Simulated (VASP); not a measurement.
## Ru: single point with r2SCAN

The system is Ru.

```
Ru
1.0
     0.00000    1.89287    1.89287
     1.89287    0.00000    1.89287
     1.89287    1.89287    0.00000
Ru
1
Direct
  0.00000 0.00000 0.00000
```

This isn't the form of Ru at room conditions, which is hcp.

```
Program                : VASP 6.6.1
Task                   : single point
Functional             : r2SCAN
Potentials or basis    : VASP PAW PBE potentials, release 64 (Ru_pv)
Cutoff                 : 520 eV
k mesh                 : 15 × 15 × 15
Occupations            : fermi-dirac, width 0.1 eV
Spin                   : no spin polarisation
Dipole correction      : no
Further INCAR settings : ALGO = Normal; EDIFF = 1e-06; NBANDS = 13
```

```json
{"Pressure": "1.4 GPa", "Band gap on the k mesh": "zero (bands 7 and 8 overlap by 3.67 eV)"}
```

Levels at points of the mesh, in eV from the Fermi level:
```
           k point  band 5  band 6  band 7  band 8  band 9  band 10
(0.00, 0.00, 0.00)   -2.67   -2.67   -2.67   -0.13   -0.13     8.54
```

Run time: 110 s on 1 thread of Intel Xeon 8259CL, on a shared host, peak memory 0.14 GiB.

Caveat: an empty level that is flat over the whole mesh can mark a ghost state of the potentials, or a narrow d or f band; the PAW data sets were made with another functional, which shifts forces and pressure a little.
